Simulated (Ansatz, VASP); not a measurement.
One calculation of PbSe, two programs

File POSCAR:

```
PbSe
1.0
    0.0000000000      3.0841604459      3.0841604459
    3.0841604459      0.0000000000      3.0841604459
    3.0841604459      3.0841604459      0.0000000000
Pb Se
1 1
Direct
    0.0000000000      0.0000000000      0.0000000000
    0.5000000000      0.5000000000      0.5000000000
```

Contents of INCAR.step1:

```
SYSTEM = PbSe
PREC = Accurate
ENCUT = 520
EDIFF = 1E-5
ISMEAR = -1
SIGMA = 0.05
LREAL = .FALSE.
LASPH = .TRUE.
NELM = 100
ALGO = Normal
ISIF = 2
LWAVE = .TRUE.
LCHARG = .FALSE.
NBANDS = 17
GGA = PE
```

The input INCAR.step2:

```
SYSTEM = PbSe
PREC = Accurate
ENCUT = 520
EDIFF = 1E-7
ISMEAR = -1
SIGMA = 0.05
LREAL = .FALSE.
LASPH = .TRUE.
NELM = 100
ALGO = Normal
ISIF = 2
LWAVE = .FALSE.
LCHARG = .FALSE.
GGA = PE
LHFCALC = .TRUE.
HFSCREEN = 0.2079
PRECFOCK = Normal
NBANDS = 17
ISTART = 1
```

Contents of KPOINTS:

```
regular mesh
0
G
  4 4 4
  0 0 0
```

Input for Ansatz:

```yaml
crystal:
  lattice:
    - [0.0, 3.084160445918, 3.084160445918]
    - [3.084160445918, 0.0, 3.084160445918]
    - [3.084160445918, 3.084160445918, 0.0]
  atoms:
    - { symbol: Pb, position: [0.0, 0.0, 0.0] }
    - { symbol: Se, position: [0.5, 0.5, 0.5] }
kpoints:
  mp_grid: { grid: [4, 4, 4] }
hamiltonian:
  xc: hse06
  pseudopotentials:
    kind: paw
    azcp:
      Pb: "pseudopotentials/pbe/paw/ansatz_paw_generated_hard_1/Pb.paw.azcp"
      Se: "pseudopotentials/pbe/paw/ansatz_paw_generated_hard_1/Se.paw.azcp"
scf:
  occupations: { method: fermi_dirac, width: 0.05 }
  convergence: { dr2_threshold: "1e-10 eV" }
  exx: { energy_threshold: "2e-8 eV", singularity: regularized }
output:
  forces: true
  stress: true
  eigenvalues: true
```

Alike in both runs: task single point; functional HSE06; k mesh 4 × 4 × 4; occupations fermi-dirac, width 0.05 eV; no spin polarisation.

|  | VASP | Ansatz |
| --- | --- | --- |
| version | VASP 6.6.1 | Ansatz 0.2.0 development build |
| potentials or method | VASP PAW PBE potentials, release 64 (Pb_d, Se) | plane waves, PAW datasets (generated hard set |
| plane-wave cutoff (eV) | 520 | 700 |
| valence electrons in the cell | 20 | 38 |

VASP gave:

| Property | Result |
| --- | --- |
| gap on the k mesh at the Fermi level (eV) | 0.79 |

**Question.** Which values does Ansatz return?

**Answer.** gap on the k mesh at the Fermi level (eV): 0.78.

VASP's potentials hold 20 valence electrons a cell and Ansatz's 38, so a difference there can come from the potentials and not from the codes.

The k mesh is coarse, so the values compare programs but aren't converged. Neither program's run includes spin-orbit coupling.
